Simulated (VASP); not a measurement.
# Se (P3_121) in VASP: single point with r2SCAN

Aim: the single point of Se with r2SCAN.

Program: VASP 6.6.1. These are calculated values, not measurements. Logs are shortened: lines on timing, memory, paths and dates and some standing lists are left out, and cuts for length are marked.

## (1) The cell of the first run

The structure is trigonal, space group P3_121 (No. 152). Conventional cell: a = 4.515 Å, b = 4.515 Å, c = 4.996 Å, α = 90.00°, β = 90.00°, γ = 120.00°. Within 3.1 Å of Se (site symmetry 2) lie 2 Se at 2.37 Å.

## (2) Single point, r2SCAN

Input file POSCAR:

```
Se
1.0
    4.5154582786      0.0000000000      0.0000000000
   -2.2577291393      3.9105015790      0.0000000000
    0.0000000000      0.0000000000      4.9957030720
Se
3
Direct
    0.2163254807      0.0000000000      0.8333333333
    0.0000000000      0.2163254807      0.1666666667
    0.7836745193      0.7836745193      0.5000000000
```

Input file INCAR.step1:

```
SYSTEM = Se
  ALGO = Normal
  EDIFF = 1E-4
  ENCUT = 520
  GGA = PE
  ISMEAR = 0
  LASPH = .TRUE.
  LCHARG = .FALSE.
  LREAL = .FALSE.
  LWAVE = .TRUE.
  NBANDS = 16
  NELM = 60
  PREC = Accurate
  SIGMA = 0.05
```

Input file INCAR.step2:

```
SYSTEM = Se
  ALGO = Normal
  EDIFF = 1E-6
  ENCUT = 520
  ISIF = 2
  ISMEAR = 0
  ISTART = 1
  LASPH = .TRUE.
  LCHARG = .FALSE.
  LMIXTAU = .TRUE.
  LREAL = .FALSE.
  LWAVE = .FALSE.
  METAGGA = R2SCAN
  NBANDS = 16
  NELM = 60
  PREC = Accurate
  SIGMA = 0.05
```

Input file KPOINTS:

```
k-points
0
G
  6 6 6
  0 0 0
```

Potentials or basis: VASP PAW PBE potentials, release 64 (Se).

The run is started by

```
> cat potpaw_PBE.64/Se/POTCAR > POTCAR
> cp INCAR.step1 INCAR
> mpirun -np 1 vasp_std > vasp.out
> cp INCAR.step2 INCAR
> mpirun -np 1 vasp_std > vasp.out
```

OUTCAR:

```text
SYSTEM = Se
   EDIFF = 1E-6
   ENCUT = 520
   ISIF = 2
   ISMEAR = 0
   ISTART = 1
   LASPH = .TRUE.
   LREAL = .FALSE.
   METAGGA = R2SCAN
   NELM = 60
   PREC = Accurate

 ion  position               nearest neighbor table
   1  0.216  0.000  0.833-   3 2.37   2 2.37
   2  0.000  0.216  0.167-   3 2.37   1 2.37
   3  0.784  0.784  0.500-   1 2.37   2 2.37

  LATTYP: Found a hexagonal cell.
 ALAT       =     4.5154582786
 C/A-ratio  =     1.1063557149

  Lattice vectors:

 A1 = (   4.5154582786,   0.0000000000,   0.0000000000)
 A2 = (  -2.2577291393,   3.9105015790,   0.0000000000)
 A3 = (   0.0000000000,   0.0000000000,   4.9957030720)

Analysis of symmetry for initial positions (statically):
=====================================================================
 Subroutine PRICEL returns:
 Original cell was already a primitive cell.

 Routine SETGRP: Setting up the symmetry group for a
 hexagonal supercell.

 Subroutine GETGRP returns: Found  6 space group operations
 (whereof  2 operations were pure point group operations)
 out of a pool of 24 trial point group operations.

The static configuration has the point symmetry C_2 .
 The point group associated with its full space group is D_3 .

Analysis of symmetry for dynamics (positions and initial velocities):
=====================================================================
 Subroutine PRICEL returns:
 Original cell was already a primitive cell.

 Routine SETGRP: Setting up the symmetry group for a
 hexagonal supercell.

 Subroutine GETGRP returns: Found  6 space group operations
 (whereof  2 operations were pure point group operations)
 out of a pool of 24 trial point group operations.

The dynamic configuration has the point symmetry C_2 .
 The point group associated with its full space group is D_3 .

 Subroutine INISYM returns: Found  6 space group operations
 (whereof  2 operations are pure point group operations),
 and found     1 'primitive' translations

----------------------------------------------------------------------------------------

                                     Primitive cell

  volume of cell :      88.2127

  direct lattice vectors                    reciprocal lattice vectors
     4.515458279  0.000000000  0.000000000     0.221461464  0.127860836  0.000000000
    -2.257729139  3.910501579  0.000000000     0.000000000  0.255721671  0.000000000
     0.000000000  0.000000000  4.995703072     0.000000000  0.000000000  0.200172025

  length of vectors
     4.515458279  4.515458279  4.995703072     0.255721671  0.255721671  0.200172025

  position of ions in fractional coordinates (direct lattice)
     0.216325481  0.000000000  0.833333333
     0.000000000  0.216325481  0.166666667
     0.783674519  0.783674519  0.500000000

  ion indices of the primitive-cell ions
   primitive index   ion index
                 1           1
                 2           2
                 3           3

----------------------------------------------------------------------------------------

 KPOINTS: k-points

Automatic generation of k-mesh.
 Grid dimensions read from file:
 generate k-points for:    6    6    6

 Generating k-lattice:

  Cartesian coordinates                     Fractional coordinates (reciprocal lattice)
     0.036910244  0.021310139  0.000000000     0.166666667  0.000000000  0.000000000
     0.000000000  0.042620279  0.000000000     0.000000000  0.166666667  0.000000000
     0.000000000  0.000000000  0.033362004     0.000000000  0.000000000  0.166666667

  Length of vectors
     0.042620279  0.042620279  0.033362004

  Shift w.r.t. Gamma in fractional coordinates (k-lattice)
     0.000000000  0.000000000  0.000000000

 Subroutine IBZKPT returns following result:
 ===========================================

 Found     34 irreducible k-points:

 Following reciprocal coordinates:
            Coordinates               Weight
  0.000000  0.000000  0.000000      1.000000
  0.166667  0.000000  0.000000      6.000000
  0.333333  0.000000  0.000000      6.000000
  0.500000  0.000000  0.000000      3.000000
  0.166667  0.166667  0.000000      6.000000
  0.333333  0.166667  0.000000     12.000000
[... 16 lines left out ...]
  0.500000  0.000000  0.333333      6.000000
  0.166667  0.166667  0.333333     12.000000
 [... further k-points ...]
   k-points           NKPTS =     34   k-points in BZ     NKDIM =     34   number of bands    NBANDS=     16
   number of dos      NEDOS =    301   number of ions     NIONS =      3
   total plane-waves  NPLWV =  51840
   dimension x,y,z NGX =    36 NGY =   36 NGZ =   40
   dimension x,y,z NGXF=    72 NGYF=   72 NGZF=   80
   ions per type =               3
   NGX,Y,Z   is equivalent  to a cutoff of  13.25, 13.25, 13.31 a.u.
   NGXF,Y,Z  is equivalent  to a cutoff of  26.51, 26.51, 26.62 a.u.
 SYSTEM =  Se
   PREC   = accura    normal or accurate (medium, high low for compatibility)
   ISTART =      1    job   : 0-new  1-cont  2-samecut
   ICHARG =      0    charge: 1-file 2-atom 10-const
   ISPIN  =      1    spin polarized calculation?
   LNONCOLLINEAR =      F non collinear calculations
   LSORBIT =      F    spin-orbit coupling
   LASPH  =      T    aspherical Exc in radial PAW
   ENCUT  =  520.0 eV  38.22 Ry    6.18 a.u.   8.40  8.40  9.29*2*pi/ulx,y,z
   NELM   =     60;   NELMIN=  2; NELMDL=  0     # of ELM steps
   EDIFF  = 0.1E-05   stopping-criterion for ELM
   LREAL  =      F    real-space projection
   EDIFFG = 0.1E-04   stopping-criterion for IOM
   NSW    =      0    number of steps for IOM
   IBRION =     -1    ionic relax: 0-MD 1-quasi-New 2-CG
   NFREE  =      0    steps in history (QN), initial steepest desc. (CG)
   ISIF   =      2    stress and relaxation
   ISYM   =      2    0-nonsym 1-usesym 2-fastsym
   POTIM  = 0.5000    time-step for ionic-motion
   TEBEG  =    0.0;   TEEND  =   0.0 temperature during run
   PSTRESS=    0.0 pullay stress
   NELECT =      18.0000    total number of electrons
   NUPDOWN=      -1.0000    fix difference up-down
   EMIN   =  10.00;   EMAX   =-10.00  energy-range for DOS
   EFERMI =   0.00;   METHOD = LEGACY
   ISMEAR =     0;   SIGMA  =   0.05  broadening in eV -4-tet -1-fermi 0-gaus
   EFERMI_NEDOS =   21; number of points for ismear=-14 and -15
   IALGO  =     38    algorithm
   IMIX   =      4    mixing-type and parameters
     AMIX     =   0.40;   BMIX     =  1.00
     AMIX_MAG =   1.60;   BMIX_MAG =  1.00
  volume/ion in A,a.u.               =      29.40       198.43
  Fermi-wavevector in a.u.,A,eV,Ry     =   0.963804  1.821325 12.638697  0.928918
  Thomas-Fermi vector in A             =   2.093381
   LORBIT       =      0    0 simple, 1 ext, 2 COOP (PROOUT), +10 PAW based schemes
   METAGGA = R2SCAN    functional components
   LHFCALC =     F    Hartree Fock is set to
   AEXX    =    0.0000 exact exchange contribution
   IVDW    =     0    specifies the selected vdW correction
   LEPSILON=     F    determine dielectric tensor
   LRPA    =     F    only Hartree local field effects (RPA)
 non-spin polarized calculation
 Gauss-broadening in eV      SIGMA  =   0.05
  energy-cutoff  :      520.00
  volume of cell :       88.21
 maximum number of plane-waves:      2425
 NGX is ok and might be reduce to    36
   NGX = 17   NGY = 17   NGZ = 19

 number of electron      18.0000000 magnetization

 Free energy of the ion-electron system (eV)
  ---------------------------------------------------
  ext. energy  EPLUGINS =         0.00000000
  ---------------------------------------------------
  free energy    TOTEN  =       -42.92797462 eV

  energy without entropy =      -42.92797462  energy(sigma->0) =      -42.92797462

 E-fermi :   1.9660     XC(G=0):  -8.8908

 val. band max:        1.6943120110   @ k =   0.5000   0.0000   0.5000
 cond. band min:       3.0102276997   @ k =   0.3333   0.3333   0.5000
 fundamental gap:      1.3159156888
 Fermi energy:         1.9659510003

 k-point     1 :       0.0000    0.0000    0.0000
  band No.  band energies     occupation
      1     -14.5248      2.00000
      2     -10.3317      2.00000
      3     -10.3317      2.00000
      4      -2.2896      2.00000
      5      -2.2896      2.00000
      6      -1.9421      2.00000
[... 8 lines left out ...]
     15       8.7281      0.00000
     16      10.6402      0.00000

 k-point     2 :       0.1667    0.0000    0.0000
  band No.  band energies     occupation
      1     -14.4436      2.00000
      2     -10.4150      2.00000
      3     -10.3266      2.00000
      4      -2.7835      2.00000
      5      -2.5224      2.00000
      6      -1.7998      2.00000
[... 8 lines left out ...]
     15       9.4396      0.00000
     16      10.6706      0.00000

 k-point     3 :       0.3333    0.0000    0.0000
  band No.  band energies     occupation
      1     -14.2652      2.00000
      2     -10.6106      2.00000
      3     -10.3158      2.00000
      4      -3.2442      2.00000
      5      -2.8402      2.00000
      6      -1.7305      2.00000
[... 8 lines left out ...]
     15      10.6977      0.00000
     16      11.5995      0.00000

 k-point     4 :       0.5000    0.0000    0.0000
  band No.  band energies     occupation
      1     -14.1660      2.00000
      2     -10.7249      2.00000
      3     -10.3102      2.00000
      4      -3.3672      2.00000
      5      -2.9730      2.00000
      6      -1.5741      2.00000
[... 8 lines left out ...]
     15      11.6538      0.00000
     16      11.7834      0.00000
[... 324 lines left out ...]
 k-point    22 :       0.0000    0.3333    0.3333
  band No.  band energies     occupation
      1     -13.7537      2.00000
      2     -12.3492      2.00000
      3      -8.9397      2.00000
      4      -3.7321      2.00000
      5      -2.9243      2.00000
      6      -1.9714      2.00000
[... 8 lines left out ...]
     15      10.0779      0.00000
     16      10.8816      0.00000

 k-point    23 :       0.5000    0.0000    0.3333
  band No.  band energies     occupation
      1     -13.6674      2.00000
      2     -12.2977      2.00000
      3      -9.1382      2.00000
      4      -3.8736      2.00000
      5      -3.0667      2.00000
      6      -2.0946      2.00000
[... 8 lines left out ...]
     15      11.0615      0.00000
     16      11.2225      0.00000

 k-point    24 :       0.1667    0.1667    0.3333
  band No.  band energies     occupation
      1     -13.7976      2.00000
      2     -12.3662      2.00000
      3      -8.8615      2.00000
      4      -3.5711      2.00000
      5      -2.8334      2.00000
      6      -1.9049      2.00000
[... 8 lines left out ...]
     15       9.8821      0.00000
     16      10.3950      0.00000

 [... further k-points ...]
[... 5 lines left out ...]
  --------------------------------------------------------------------------------------
  -------------------------------------------------------------------------------------
  Total       -0.0198786     -0.0198786     -0.0774601     -0.0000000      0.0000000     -0.0000000
  in kB       -0.3610492     -0.3610492     -1.4068815     -0.0000000      0.0000000     -0.0000000
  external PRESSURE =      -0.7096600 kB  Pullay stress =       0.0000000 kB

 VOLUME and BASIS-vectors are now :
 -----------------------------------------------------------------------------
  energy-cutoff  :      520.00
  volume of cell :       88.21
      direct lattice vectors                 reciprocal lattice vectors
     4.515458279  0.000000000  0.000000000     0.221461464  0.127860836  0.000000000
    -2.257729139  3.910501579  0.000000000     0.000000000  0.255721671  0.000000000
     0.000000000  0.000000000  4.995703072     0.000000000  0.000000000  0.200172025

 POSITION                                       TOTAL-FORCE (eV/Angst)
 -----------------------------------------------------------------------------------
      0.97681      0.00000      4.16309         0.010282     -0.000000     -0.000000
     -0.48840      0.84594      0.83262        -0.005141      0.008904      0.000000
      1.76932      3.06456      2.49785        -0.005141     -0.008904      0.000000
 -----------------------------------------------------------------------------------
    total drift:                                0.000000      0.000001     -0.000000

  FREE ENERGIE OF THE ION-ELECTRON SYSTEM (eV)
  ---------------------------------------------------
  free  energy   TOTEN  =       -42.9279746233 eV

  energy  without entropy=      -42.9279746233  energy(sigma->0) =      -42.92797462
```

It took 95 s on 1 thread of Intel Xeon Platinum 8488C (Sapphire Rapids), shared host; peak memory 0.24 GiB.

Results:

* Free energy: -42.9280 eV
* Pressure: -0.1 GPa
* Largest force: 0.010 eV/Å
* Band gap on the k mesh: 1.32 eV, indirect (least direct gap 1.58 eV)

Forces in eV/Å, atoms in the order of the input:
```
Se   0.010  0.000  0.000
Se  -0.005  0.009  0.000
Se  -0.005 -0.009  0.000
```

Caveat: the PAW data sets were made with another functional, which shifts forces and pressure a little.
